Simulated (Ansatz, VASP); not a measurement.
## Two plane-wave programs on BaTiO3

File INCAR:

```
SYSTEM = BaTiO3
PREC     = Accurate       ! precision mode
ENCUT    = 520            ! plane-wave cutoff, eV
EDIFF    = 1E-7           ! SCF threshold, eV
ISMEAR   = -1             ! smearing method
SIGMA    = 0.02           ! smearing width, eV
LREAL    = .False.        ! projectors in reciprocal space
LASPH    = .True.         ! aspherical terms in the spheres
NELM     = 80             ! most SCF steps
ALGO     = Normal         ! electronic algorithm
ISIF     = 2              ! what is computed and relaxed
LWAVE    = .False.        ! write WAVECAR
LCHARG   = .False.        ! write CHGCAR
GGA      = PE             ! functional
IBRION   = 2              ! ionic algorithm
NSW      = 80             ! ionic steps
EDIFFG   = -0.02          ! ionic threshold
```

File KPOINTS:

```
Automatic mesh
0
Gamma
  8 8 8
  0 0 0
```

The input POSCAR:

```
BaTiO3
1.0
    3.9457420220      0.0000000000      0.0000000000
    0.0000000000      3.9457420220      0.0000000000
    0.0000000000      0.0000000000      3.9636960459
Ba Ti O
1 1 3
Direct
    0.0000000000      0.0000000000     -0.0029689668
    0.5000000000      0.5000000000      0.4826505826
    0.5000000000      0.5000000000      0.0222697536
    0.5000000000      0.0000000000      0.5130243154
    0.0000000000      0.5000000000      0.5130243154
```

Input for Ansatz:

```yaml
crystal:
  lattice:
    - [3.945742022, 0.0, 0.0]
    - [0.0, 3.945742022, 0.0]
    - [0.0, 0.0, 3.9636960459]
  atoms:
    - { symbol: Ba, position: [0.0, 0.0, -0.0029689668] }
    - { symbol: Ti, position: [0.5, 0.5, 0.4826505826] }
    - { symbol: O, position: [0.5, 0.5, 0.0222697536] }
    - { symbol: O, position: [0.5, 0.0, 0.5130243154] }
    - { symbol: O, position: [0.0, 0.5, 0.5130243154] }
kpoints:
  mp_grid: { grid: [8, 8, 8] }
scf:
  occupations: { method: fermi_dirac, width: 0.02 }
hamiltonian:
  xc: pbe
  pseudopotentials: { kind: paw }
output:
  forces: true
  stress: true
  populations: true
  efg:
    quadrupole_moments_barn: { Ba: 0.236, Ti: 0.247, O: -0.02558 }
    contact_densities: true
  write_density: true
  write_potential: true
  elf: true
  volumetric_format: npy
relax:
  f_tol: 0.02
  max_steps: 60
```

Change from the starting cell: volume scaled by 0.96, ions relaxed.

Alike in both runs: task relaxation of the atoms; functional PBE; k mesh 8 × 8 × 8; occupations fermi-dirac, width 0.02 eV; no spin polarisation.

|  | VASP | Ansatz |
| --- | --- | --- |
| version | VASP 6.6.1 | Ansatz 0.2.0 |
| potentials or method | VASP PAW PBE potentials, release 64 (Ba_sv, Ti_sv, O) | plane-wave PAW, scalar-relativistic |
| plane-wave cutoff (eV) | 520 | 420 |
| valence electrons in the cell | 40 | 40 |

VASP gave:

```
gap on the k mesh at the Fermi level, each at its own relaxed structure (eV) : 1.84
```

Task: Which values does Ansatz return?

Result: gap on the k mesh at the Fermi level, each at its own relaxed structure (eV): 1.92.

Ansatz's warnings: stress scf threshold loose.

Spin-orbit coupling is off throughout.
